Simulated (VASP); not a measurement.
Here is a VASP 6.6.1 calculation.

Contents of INCAR:

```
  PREC = Accurate
  ENCUT = 600
  EDIFF = 1E-7
  ISMEAR = 0
  SIGMA = 0.05
  LREAL = F
  LASPH = T
  NELM = 120
  ALGO = Normal
  ISIF = 4
  LWAVE = F
  LCHARG = F
  GGA = PE
  IBRION = 2
  NSW = 60
  EDIFFG = -0.01
  GGA_COMPAT = F
  NELMIN = 4
```

KPOINTS

```
Automatic mesh
0
Gamma
  6 4 8
```

The input POSCAR:

```
FeS2
1.0
    4.4091185751      0.0000000000      0.0000000000
    0.0000000000      5.3734998497      0.0000000000
    0.0000000000      0.0000000000      3.3665930661
Fe S
2 4
Direct
    0.0000000000      0.0000000000      0.0000000000
    0.5000000000      0.5000000000      0.5000000000
    0.2062737188      0.3751857004      0.0000000000
    0.2937262812      0.8751857004      0.5000000000
    0.7937262812      0.6248142996      0.0000000000
    0.7062737188      0.1248142996      0.5000000000
```

Potentials or basis: VASP PAW PBE potentials, release 64 (Fe, S).

Run with:

```bash
$ cat potpaw_PBE.64/Fe/POTCAR potpaw_PBE.64/S/POTCAR > POTCAR
$ mpirun -np 1 vasp_std > vasp.out
```

Estimate the band gap on the k mesh.

0.94 eV (least direct gap 1.26 eV).

Final structure:
```
Fe S
1.0
     4.40310    0.00000    0.00000
     0.00000    5.37782    0.00000
     0.00000    0.00000    3.36849
Fe S
2 4
Direct
  0.00000 0.00000 0.00000
  0.50000 0.50000 0.50000
  0.20470 0.37580 0.00000
  0.29530 0.87580 0.50000
  0.79530 0.62420 0.00000
  0.70470 0.12420 0.50000
```

A k mesh can miss the band edges. Spin polarisation is off, so any magnetic state and its effect on volume and gap are missing.
